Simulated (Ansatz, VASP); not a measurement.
One calculation of K, two programs

```
K
1.0
     2.49669   -3.86421    0.00000
     2.49669    3.86421    0.00000
     0.00000    0.00000    7.85304
K
2
Direct
  0.82432 0.17568 0.25000
  0.17568 0.82432 0.75000
```

Alike in both runs: task single point; functional PBEsol; k mesh 10 × 10 × 6; occupations gaussian, width 0.1 eV; no spin polarisation.

|  | VASP | Ansatz |
| --- | --- | --- |
| version | VASP 6.6.1 | Ansatz 0.2.0 |
| potentials or method | VASP PAW PBE potentials, release 64 (K_sv), cutoff 520 eV | scalar-relativistic, plane waves, PAW |
| valence electrons in the cell | 18 | 18 |

```csv
,VASP,Ansatz,Ansatz less VASP
gap on the k mesh at the Fermi level (eV),none,none,-
pressure (GPa),-0.2,-0.2,+0.01
"traceless stress, the component that is largest in VASP (GPa)",0.19,0.19,0.000
rms of the force components (eV/Å),0.009,0.009,0.0000
```

VASP's potentials were made for PBE, not for PBEsol. Atom by atom the forces differ by 0.000 eV/Å (rms over components). A gap of «none» marks a metal or a gap that the smearing closes.
